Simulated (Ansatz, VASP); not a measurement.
**One calculation of Rb3Pt, two programs**

Contents of INCAR:

```
ALGO = Normal ; EDIFF = 1E-6
ENCUT = 570 ; GGA = PE
GGA_COMPAT = F ; ISIF = 2
ISMEAR = 0 ; LASPH = T
LCHARG = T ; LELF = T
LREAL = F ; LVHAR = T
LWAVE = F ; NBANDS = 30
NELM = 120 ; PREC = Accurate
SIGMA = 0.1
```

KPOINTS

```
k-points
0
Gamma
  1 1 1
```

File POSCAR:

```
Rb3Pt
1.0
    5.4987900000      0.0000000000      0.0000000000
    0.0000000000      5.4987900000      0.0000000000
    0.0000000000      0.0000000000      5.4987900000
Rb Pt
3 1
Direct
    0.0000000000      0.0000000000      0.5000000000
    0.0000000000      0.5000000000      0.0000000000
    0.5000000000      0.0000000000      0.0000000000
    0.5000000000      0.5000000000      0.5000000000
```

Input for Ansatz:

```yaml
crystal:
  lattice:
    - [5.49879, 0.0, 0.0]
    - [0.0, 5.49879, 0.0]
    - [0.0, 0.0, 5.49879]
  atoms:
    - { symbol: Rb, position: [0.0, 0.0, 0.5] }
    - { symbol: Rb, position: [0.0, 0.5, 0.0] }
    - { symbol: Rb, position: [0.5, 0.0, 0.0] }
    - { symbol: Pt, position: [0.5, 0.5, 0.5] }
basis: {}
kpoints:
  mp_grid: { grid: [1, 1, 1] }
hamiltonian:
  xc: pbe
  pseudopotentials: { kind: paw, source: ansatz }
scf:
  occupations: { method: gaussian, width: 0.1 }
  lower_state_search: "off"
output:
  forces: true
  stress: true
  eigenvalues: true
  dos: { method: smearing }
```

Alike in both runs: task single point; functional PBE; k mesh 1 × 1 × 1; occupations gaussian, width 0.1 eV; no spin polarisation.

```csv
,VASP,Ansatz
version,VASP 6.6.1,Ansatz 0.2.0
potentials or method,"VASP PAW PBE potentials, release 64 (Rb_sv, Pt_sv_GW)","scalar-relativistic, plane waves"
plane-wave cutoff (eV),570,570
valence electrons in the cell,45,45
```

```tsv
	VASP	Ansatz	Ansatz less VASP
pressure (GPa)	-4.6	-4.5	+0.10
```

With one functional, cell and mesh, what is left measures potentials, basis and numerics.

The k mesh is coarse, so the values compare programs but aren't converged. Neither program's run includes spin-orbit coupling.
